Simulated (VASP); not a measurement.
Crystal: Rh.

```
Rh
1.0
     2.74907    0.00000    0.00000
    -1.37453    2.38076    0.00000
     0.00000    0.00000    4.45782
Rh
2
Cartesian
  0.0000 1.5872 1.1145
  1.3745 0.7936 3.3434
```

Base run:

* Program: VASP 6.6.1
* Functional: PBE
* Potentials or basis: VASP PAW PBE potentials, release 64 (Rh_pv)
* Cutoff: 520 eV
* k mesh: 11 × 11 × 6
* Occupations: fermi-dirac, width 0.05 eV
* Spin: no spin polarisation

Its results: band gap on the k mesh zero (band 15 reaches 11.48 eV, above the bottom of band 16 at 9.35 eV); pressure -7.9 GPa.

Q: The run is repeated on the same cell with these changes: functional from PBE to PBEsol. What comes out?

A: Band gap on the k mesh zero (band 15 reaches 11.34 eV, above the bottom of band 16 at 9.20 eV); pressure -17.8 GPa.

PBEsol binds more tightly than PBE, so the same cell stands under less pressure.

Caveats: the PAW data sets were made with another functional, which shifts forces and pressure a little (some runs).
